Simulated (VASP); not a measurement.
# Hf12H5CN13 in VASP: single point with PBE+D3(BJ)

Aim: the single point of Hf12H5CN13 with PBE+D3(BJ).

Program: VASP 6.6.1. These are calculated values, not measurements. Logs are shortened: lines on timing, memory, paths and dates and some standing lists are left out, and cuts for length are marked.

**1. The cell of the first run**

The cell holds a slab with vacuum, 31 atoms: a = 6.388 Å, b = 6.388 Å, c = 24.922 Å, α = 90.00°, β = 90.00°, γ = 90.00°.

**2. Single point, PBE+D3(BJ)**

INCAR reads:

```
SYSTEM = Hf12H5CN13
PREC = Accurate
ENCUT = 520
EDIFF = 1E-6
ISMEAR = 0
SIGMA = 0.1
LREAL = Auto
LASPH = .TRUE.
NELM = 80
ALGO = Normal
ISIF = 2
LWAVE = .FALSE.
LCHARG = .FALSE.
LDIPOL = .TRUE.
IDIPOL = 3
DIPOL = 0.5 0.5 0.457
GGA = PE
IVDW = 12
NBANDS = 118
```

KPOINTS reads:

```
Automatic mesh
0
G
  3 3 1
  0 0 0
```

POSCAR reads:

```
Hf12H5CN13
1.0
    6.3878118675      0.0000000000      0.0000000000
    0.0000000000      6.3878118675      0.0000000000
    0.0000000000      0.0000000000     24.9219650885
Hf N C H
12 13 1 5
Direct
    0.2500000000      0.2500000000      0.3210019745
    0.2500000000      0.7500000000      0.3210019745
    0.7500000000      0.2500000000      0.3210019745
    0.7500000000      0.7500000000      0.3210019745
    0.5011625850      0.4991151062      0.4107536225
    0.5010265758      0.0014462559      0.4107683263
   -0.0011871505      0.4991257112      0.4107522458
   -0.0010502879      0.0014352360      0.4107672066
    0.7499456195      0.7507774488      0.4956878326
    0.7500058219      0.2500488007      0.4991282041
    0.2500129359      0.7503608915      0.4969418844
    0.2499597765      0.2508029625      0.4962261874
    0.5000000000      0.5000000000      0.3210019745
    0.5000000000      0.0000000000      0.3210019745
    0.0000000000      0.5000000000      0.3210019745
    0.0000000000      0.0000000000      0.3210019745
    0.7499809480      0.7501792014      0.4081772422
    0.7499953732      0.2502201584      0.4074132428
    0.2499983076      0.7501349825      0.4088579394
    0.2499843848      0.2503176808      0.4084557316
    0.0005447627     -0.0002286813      0.5045663366
    0.0006761569      0.5015275358      0.5046900148
    0.4994109843     -0.0001982835      0.5045601371
    0.4992793961      0.5015000988      0.5046871572
   -0.2499447640      1.2705739436      0.5943238732
   -0.2501743072      1.0769278514      0.6266575585
   -0.1110173306      0.9848544675      0.6160952192
   -0.3897191154      0.9853687009      0.6161496291
   -0.2499771287      1.1073434570      0.6701303930
   -0.1213138559      1.3604804675      0.6030902698
   -0.3786036532      1.3605622440      0.6030187586
```

Potentials or basis: VASP PAW PBE potentials, release 64 (Hf_pv, N, C, H).

Started as:

```
$ cat potpaw_PBE.64/Hf_pv/POTCAR potpaw_PBE.64/N/POTCAR potpaw_PBE.64/C/POTCAR potpaw_PBE.64/H/POTCAR > POTCAR
$ mpirun -np 1 vasp_std > vasp.out
```

OUTCAR:

```text
SYSTEM = Hf12H5CN13
   PREC = Accurate
   ENCUT = 520
   EDIFF = 1E-6
   ISMEAR = 0
   LREAL = Auto
   LASPH = .TRUE.
   NELM = 80
   ISIF = 2
   GGA = PE
   IVDW = 12
 IVDW          = 12

 ion  position               nearest neighbor table
   1  0.250  0.250  0.321-  20 2.18  14 2.26  15 2.26  16 2.26  13 2.26   6 3.18   8 3.18   5 3.18
                             7 3.18   3 3.19   2 3.19   2 3.19   3 3.19
   2  0.250  0.750  0.321-  19 2.19  14 2.26  15 2.26  16 2.26  13 2.26   5 3.19   7 3.19   6 3.19
                             8 3.19   4 3.19   1 3.19   1 3.19   4 3.19
   3  0.750  0.250  0.321-  18 2.15  14 2.26  15 2.26  16 2.26  13 2.26   8 3.17   6 3.17   7 3.17
                             5 3.17   4 3.19   1 3.19   4 3.19   1 3.19
   4  0.750  0.750  0.321-  17 2.17  14 2.26  15 2.26  16 2.26  13 2.26   7 3.18   5 3.18   8 3.18
                             6 3.18   3 3.19   2 3.19   3 3.19   2 3.19
   5  0.501  0.499  0.411-  13 2.24  18 2.25  17 2.26  20 2.26  19 2.27  24 2.34   9 3.10  12 3.10
                            11 3.12  10 3.15   3 3.17   4 3.18   7 3.18   6 3.18   1 3.18   2 3.19
   6  0.501  0.001  0.411-  14 2.24  18 2.25  20 2.26  17 2.26  19 2.27  23 2.34   9 3.09  12 3.11
                            11 3.12  10 3.15   3 3.17   1 3.18   5 3.18   4 3.18   8 3.18   2 3.19
   7  0.999  0.499  0.411-  15 2.24  18 2.25  17 2.26  20 2.26  19 2.27  22 2.34   9 3.10  12 3.10
                            11 3.12  10 3.15   3 3.17   4 3.18   5 3.18   8 3.18   1 3.18   2 3.19
   8  0.999  0.001  0.411-  16 2.24  18 2.25  20 2.26  17 2.26  19 2.27  21 2.34   9 3.09  12 3.11
                            11 3.12  10 3.15   3 3.17   1 3.18   7 3.18   4 3.18   6 3.18   2 3.19
   9  0.750  0.751  0.496-  17 2.18  23 2.27  21 2.27  24 2.27  22 2.27   6 3.09   8 3.09   5 3.10
                             7 3.10  10 3.19  11 3.19  11 3.19  10 3.20
  10  0.750  0.250  0.499-  21 2.27  23 2.27  22 2.27  24 2.27  18 2.29  25 2.38   8 3.15   6 3.15
                             7 3.15   5 3.15   9 3.19  12 3.19  12 3.20   9 3.20
  11  0.250  0.750  0.497-  19 2.20  24 2.26  22 2.26  23 2.26  21 2.26   6 3.12   8 3.12   5 3.12
                             7 3.12  12 3.19   9 3.19   9 3.19  12 3.20
  12  0.250  0.251  0.496-  20 2.19  22 2.27  24 2.27  21 2.27  23 2.27   7 3.10   5 3.10   8 3.11
                             6 3.11  11 3.19  10 3.19  10 3.20  11 3.20
  13  0.500  0.500  0.321-   5 2.24   2 2.26   3 2.26   4 2.26   1 2.26
  14  0.500  0.000  0.321-   6 2.24   2 2.26   3 2.26   4 2.26   1 2.26
  15  0.000  0.500  0.321-   7 2.24   2 2.26   3 2.26   4 2.26   1 2.26
  16  0.000  0.000  0.321-   8 2.24   2 2.26   3 2.26   4 2.26   1 2.26
  17  0.750  0.750  0.408-   4 2.17   9 2.18   5 2.26   7 2.26   6 2.26   8 2.26
  18  0.750  0.250  0.407-   3 2.15   7 2.25   5 2.25   8 2.25   6 2.25  10 2.29
  19  0.250  0.750  0.409-   2 2.19  11 2.20   5 2.27   7 2.27   6 2.27   8 2.27
  20  0.250  0.250  0.408-   1 2.18  12 2.19   6 2.26   8 2.26   5 2.26   7 2.26
  21  0.001  1.000  0.505-  11 2.26  10 2.27   9 2.27  12 2.27   8 2.34
  22  0.001  0.502  0.505-  11 2.26  12 2.27   9 2.27  10 2.27   7 2.34
  23  0.499  1.000  0.505-  11 2.26  10 2.27   9 2.27  12 2.27   6 2.34
  24  0.499  0.502  0.505-  11 2.26  12 2.27   9 2.27  10 2.27   5 2.34
  25  0.750  0.271  0.594-  30 1.03  31 1.03  26 1.48  10 2.38
  26  0.750  0.077  0.627-  28 1.10  27 1.10  29 1.10  25 1.48
  27  0.889  0.985  0.616-  26 1.10
  28  0.610  0.985  0.616-  26 1.10
  29  0.750  0.107  0.670-  26 1.10
  30  0.879  0.360  0.603-  25 1.03
  31  0.621  0.361  0.603-  25 1.03

  LATTYP: Found a simple tetragonal cell.
 ALAT       =     6.3878118675
 C/A-ratio  =     3.9014870202

  Lattice vectors:

 A1 = (   6.3878118675,   0.0000000000,   0.0000000000)
 A2 = (   0.0000000000,   6.3878118675,   0.0000000000)
 A3 = (   0.0000000000,   0.0000000000,  24.9219650885)

Analysis of symmetry for initial positions (statically):
=====================================================================
 Subroutine PRICEL returns:
 Original cell was already a primitive cell.

 Routine SETGRP: Setting up the symmetry group for a
 simple tetragonal supercell.

 Subroutine GETGRP returns: Found  1 space group operations
 (whereof  1 operations were pure point group operations)
 out of a pool of 16 trial point group operations.

The static configuration has the point symmetry C_1 .

Analysis of symmetry for dynamics (positions and initial velocities):
=====================================================================
 Subroutine PRICEL returns:
 Original cell was already a primitive cell.

 Routine SETGRP: Setting up the symmetry group for a
 simple tetragonal supercell.

 Subroutine GETGRP returns: Found  1 space group operations
 (whereof  1 operations were pure point group operations)
 out of a pool of 16 trial point group operations.

The dynamic configuration has the point symmetry C_1 .

 Subroutine INISYM returns: Found  1 space group operations
[... 105 lines left out ...]
 Subroutine IBZKPT returns following result:
 ===========================================

 Found      5 irreducible k-points:

 Following reciprocal coordinates:
            Coordinates               Weight
  0.000000  0.000000  0.000000      1.000000
  0.333333  0.000000  0.000000      2.000000
  0.000000  0.333333  0.000000      2.000000
  0.333333  0.333333  0.000000      2.000000
 -0.333333  0.333333  0.000000      2.000000
   k-points           NKPTS =      5   k-points in BZ     NKDIM =      5   number of bands    NBANDS=    118
   number of dos      NEDOS =    301   number of ions     NIONS =     31
   total plane-waves  NPLWV = 442368
   dimension x,y,z NGX =    48 NGY =   48 NGZ =  192
   dimension x,y,z NGXF=    96 NGYF=   96 NGZF=  384
   ions per type =              12  13   1   5
   NGX,Y,Z   is equivalent  to a cutoff of  12.49, 12.49, 12.81 a.u.
   NGXF,Y,Z  is equivalent  to a cutoff of  24.98, 24.98, 25.62 a.u.
 SYSTEM =  Hf12H5CN13
   PREC   = accura    normal or accurate (medium, high low for compatibility)
   ISTART =      0    job   : 0-new  1-cont  2-samecut
   ICHARG =      2    charge: 1-file 2-atom 10-const
   ISPIN  =      1    spin polarized calculation?
   LNONCOLLINEAR =      F non collinear calculations
   LSORBIT =      F    spin-orbit coupling
   LASPH  =      T    aspherical Exc in radial PAW
   ENCUT  =  520.0 eV  38.22 Ry    6.18 a.u.  11.88 11.88 46.34*2*pi/ulx,y,z
   NELM   =     80;   NELMIN=  2; NELMDL= -5     # of ELM steps
   EDIFF  = 0.1E-05   stopping-criterion for ELM
   LREAL  =      T    real-space projection
   EDIFFG = 0.1E-04   stopping-criterion for IOM
   NSW    =      0    number of steps for IOM
   IBRION =     -1    ionic relax: 0-MD 1-quasi-New 2-CG
   NFREE  =      0    steps in history (QN), initial steepest desc. (CG)
   ISIF   =      2    stress and relaxation
   ISYM   =      2    0-nonsym 1-usesym 2-fastsym
   POTIM  = 0.5000    time-step for ionic-motion
   TEBEG  =    0.0;   TEEND  =   0.0 temperature during run
   PSTRESS=    0.0 pullay stress
   NELECT =     194.0000    total number of electrons
   NUPDOWN=      -1.0000    fix difference up-down
   EMIN   =  10.00;   EMAX   =-10.00  energy-range for DOS
   EFERMI =   0.00;   METHOD = LEGACY
   ISMEAR =     0;   SIGMA  =   0.10  broadening in eV -4-tet -1-fermi 0-gaus
   EFERMI_NEDOS =   21; number of points for ismear=-14 and -15
   IALGO  =     38    algorithm
   IMIX   =      4    mixing-type and parameters
     AMIX     =   0.40;   BMIX     =  1.00
     AMIX_MAG =   1.60;   BMIX_MAG =  1.00
  volume/ion in A,a.u.               =      32.80       221.37
  Fermi-wavevector in a.u.,A,eV,Ry     =   0.942425  1.780924 12.084204  0.888164
  Thomas-Fermi vector in A             =   2.070033
   LORBIT       =      0    0 simple, 1 ext, 2 COOP (PROOUT), +10 PAW based schemes
   GGA     = PE    functional components
   LHFCALC =     F    Hartree Fock is set to
   AEXX    =    0.0000 exact exchange contribution
   IVDW    =    12    specifies the selected vdW correction
   LEPSILON=     F    determine dielectric tensor
   LRPA    =     F    only Hartree local field effects (RPA)
 non-spin polarized calculation
 Gauss-broadening in eV      SIGMA  =   0.10
  energy-cutoff  :      520.00
  volume of cell :     1016.92
 maximum number of plane-waves:     27395
   NGX = 23   NGY = 23   NGZ = 93

 dipolmoment           0.000000      0.000000      2.314969 electrons x Angstroem

 number of electron     193.9999962 magnetization

 dipolmoment           0.000000      0.000000     -0.230766 electrons x Angstroem

 Free energy of the ion-electron system (eV)
  ---------------------------------------------------
  ext. energy  EPLUGINS =         0.00000000
  ---------------------------------------------------
  free energy    TOTEN  =      -290.01482108 eV

  energy without entropy =     -290.00524530  energy(sigma->0) =     -290.01003319

 E-fermi :   0.8689     XC(G=0):  -4.7992

 val. band max:        0.7376322554   @ k =   0.0000   0.3333   0.0000
 cond. band min:       1.0194215208   @ k =   0.3333   0.3333   0.0000
 fundamental gap:      0.2817892654
 Fermi energy:         0.8688864239

 k-point     1 :       0.0000    0.0000    0.0000
  band No.  band energies     occupation
      1     -31.3230      2.00000
      2     -31.3050      2.00000
      3     -31.2570      2.00000
      4     -31.2566      2.00000
      5     -31.2497      2.00000
      6     -31.1313      2.00000
[... 549 lines left out ...]
    108       2.3560      0.00000
    109       2.5827      0.00000
 [bands above 109 left out]

------------------------ aborting loop because EDIFF is reached ----------------------------------------

 vacuum level on the upper side and lower side of the slab       (xc-potential included)        -0.633         0.349

 Edisp (eV)   -6.53704

 E8    (eV) :    -3.0867

  FORCE on cell =-STRESS in cart. coord.  units (eV):
  Direction    XX          YY          ZZ          XY          YZ          ZX
  --------------------------------------------------------------------------------------
  -------------------------------------------------------------------------------------
  Total     -23.06295   -23.11170    -3.08149     0.00103    -0.03090     0.00093
  in kB     -36.33615   -36.41295    -4.85494     0.00162    -0.04869     0.00147
  external pressure =      -25.87 kB  Pullay stress =        0.00 kB

 VOLUME and BASIS-vectors are now :
 -----------------------------------------------------------------------------
  energy-cutoff  :      520.00
  volume of cell :     1016.92
      direct lattice vectors                 reciprocal lattice vectors
     6.387811867  0.000000000  0.000000000     0.156548130  0.000000000  0.000000000
     0.000000000  6.387811867  0.000000000     0.000000000  0.156548130  0.000000000
     0.000000000  0.000000000 24.921965088     0.000000000  0.000000000  0.040125247

 POSITION                                       TOTAL-FORCE (eV/Angst)
 -----------------------------------------------------------------------------------
      1.59695      1.59695      8.00000        -0.000214     -0.019189      1.400387
      1.59695      4.79086      8.00000        -0.000052      0.004109      1.426973
      4.79086      1.59695      8.00000        -0.000059     -0.012648      1.283887
      4.79086      4.79086      8.00000        -0.000103      0.003381      1.425224
      3.20133      3.18825     10.23679        -0.000487      0.000964     -0.017938
      3.20046      0.00924     10.23715        -0.000111     -0.001153     -0.016724
[... 23 lines left out ...]
      5.61288      2.30268     15.03019        -0.002752     -0.004758     -0.021200
      3.96936      2.30320     15.02841         0.004619     -0.004530     -0.019072
 -----------------------------------------------------------------------------------
    total drift:                               -0.000955     -0.003267      0.000572

  FREE ENERGIE OF THE ION-ELECTRON SYSTEM (eV)
  ---------------------------------------------------
  free  energy   TOTEN  =      -296.5518624345 eV

  energy  without entropy=     -296.5422866532  energy(sigma->0) =     -296.54707454

 vacuum level on the upper side and lower side of the slab         2.549         3.569
```

It took 35 min on 1 thread of Intel Xeon Platinum 8559C (Emerald Rapids), shared host; peak memory 1.1 GiB.

What came out:

```yaml
Free_energy: -296.5519 eV
Largest_force: 1.427 eV/Å
Band_gap_on_the_k_mesh: 0.28 eV
Dispersion_energy_per_atom: -0.211 eV
```

Forces on the atoms (eV/Å):
```
Hf   0.000 -0.019  1.400
Hf   0.000  0.004  1.427
Hf   0.000 -0.013  1.284
Hf   0.000  0.003  1.425
Hf   0.000  0.001 -0.018
Hf   0.000 -0.001 -0.017
Hf   0.001  0.001 -0.017
Hf   0.001 -0.001 -0.015
Hf   0.004  0.001 -0.066
Hf   0.000  0.005 -0.011
Hf  -0.004  0.000 -0.072
Hf   0.001 -0.001 -0.069
N   -0.015  0.030 -1.208
N   -0.029 -0.017 -1.245
N    0.015  0.030 -1.208
N    0.029 -0.017 -1.245
N    0.000  0.000 -0.002
N    0.000  0.000 -0.002
N   -0.001  0.000  0.001
N    0.000  0.000 -0.001
N   -0.001  0.002 -0.072
N    0.000 -0.001 -0.071
N    0.002  0.000 -0.070
N    0.000  0.000 -0.069
N   -0.003  0.037 -0.021
C    0.000 -0.010 -0.012
H    0.012 -0.012 -0.003
H   -0.013 -0.014 -0.004
H    0.000  0.002  0.022
H   -0.003 -0.005 -0.021
H    0.005 -0.005 -0.019
```

Caveat: semilocal functionals underestimate gaps, and a narrow one can read as zero; spin-orbit coupling is left out, which moves the levels of the heavy elements.
